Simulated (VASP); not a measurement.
Zn, 2 atoms in the cell. Symmetry: Cmcm, No. 63, orthorhombic system. Conventional cell: a = 2.665 Å, b = 4.408 Å, c = 4.947 Å, α = 90.00°, β = 90.00°, γ = 90.00°. Zn (site symmetry m2m) has 12 Zn at 2.58 to 2.90 Å within 3.4 Å.  This cell differs from its parent crystal: strain -0.0450 x Voigt [0, 1, 0, 0, 0, 0].

- Program: VASP 6.6.1
- Task: single point
- Functional: PBEsol
- Potentials or basis: VASP PAW PBE potentials, release 64 (Zn)
- Cutoff: 520 eV
- k mesh: 24 × 24 × 10
- Occupations: gaussian, width 0.15 eV
- Spin: no spin polarisation
- Dipole correction: no
- Further INCAR settings: ALGO = Fast; EDIFF = 1e-06; NBANDS = 19

Potentials or basis: VASP PAW PBE potentials, release 64 (Zn).

Command:

```console
$ cat potpaw_PBE.64/Zn/POTCAR > POTCAR
$ mpirun -np 1 vasp_std > vasp.out
```

Hardware: 1 thread of Intel Xeon 8259CL, on a shared host.

Task: How long does it take, and how much memory?

Result: Wall time 11 min on 1 thread of Intel Xeon 8259CL, on a shared host, peak memory 0.49 GiB. Counts: scf iterations 12, k points 942.
